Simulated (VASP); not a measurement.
A run of VASP 6.6.1 is set up as follows.

The input POSCAR:

```
TiO2
1.0
    4.5748271603      0.0000000000      0.0000000000
    0.0000000000      4.5748271603      0.0000000000
    0.0000000000      0.0000000000      3.0380731588
Ti O
2 4
Direct
    0.5000000000      0.5000000000      0.0000000000
    0.0000000000      0.0000000000      0.5000000000
    0.6945467967      0.6945467967      0.5000000000
    0.8054532033      0.1945467967      0.0000000000
    0.1945467967      0.8054532033      0.0000000000
    0.3054532033      0.3054532033      0.5000000000
```

The input INCAR.step1:

```
PREC = Accurate
ENCUT = 520
ISMEAR = 0
SIGMA = 0.02
LREAL = F
LASPH = T
NELM = 150
LMAXMIX = 4
LDAU = T
LDAUTYPE = 2
LDAUL = 2 -1
LDAUU = 4 0
LDAUJ = 0 0
NBANDS = 33
GGA = PE
ALGO = Normal
EDIFF = 1E-4
LWAVE = T
LCHARG = F
```

The input INCAR.step2:

```
PREC = Accurate
ENCUT = 520
EDIFF = 1E-7
ISMEAR = 0
SIGMA = 0.02
LREAL = F
LASPH = T
NELM = 150
ALGO = Normal
ISIF = 2
LWAVE = F
LCHARG = T
LMAXMIX = 4
LDAU = T
LDAUTYPE = 2
LDAUL = 2 -1
LDAUU = 4 0
LDAUJ = 0 0
LDAUPRINT = 1
METAGGA = R2SCAN
LMIXTAU = T
LELF = T
LVHAR = T
NBANDS = 33
ISTART = 1
```

File KPOINTS:

```
regular mesh
0
Gamma
  6 6 8
```

Potentials or basis: VASP PAW PBE potentials, release 64 (Ti_sv, O).

Command:

```sh
$ cat potpaw_PBE.64/Ti_sv/POTCAR potpaw_PBE.64/O/POTCAR > POTCAR
$ cp INCAR.step1 INCAR
$ mpirun -np 1 vasp_std > vasp.out
$ cp INCAR.step2 INCAR
$ mpirun -np 1 vasp_std > vasp.out
```

(1) Predict the pressure.

(2) Estimate the band gap on the k mesh.

(3) Estimate the largest force.

Answers

(1) 2.8 GPa.

(2) 2.76 eV.

(3) 0.116 eV/Å.

Caveat: the cell differs from its parent crystal (uniaxial strain along c: +1.5 %, then relaxed in part); the PAW data sets were made with another functional, which shifts forces and pressure a little.
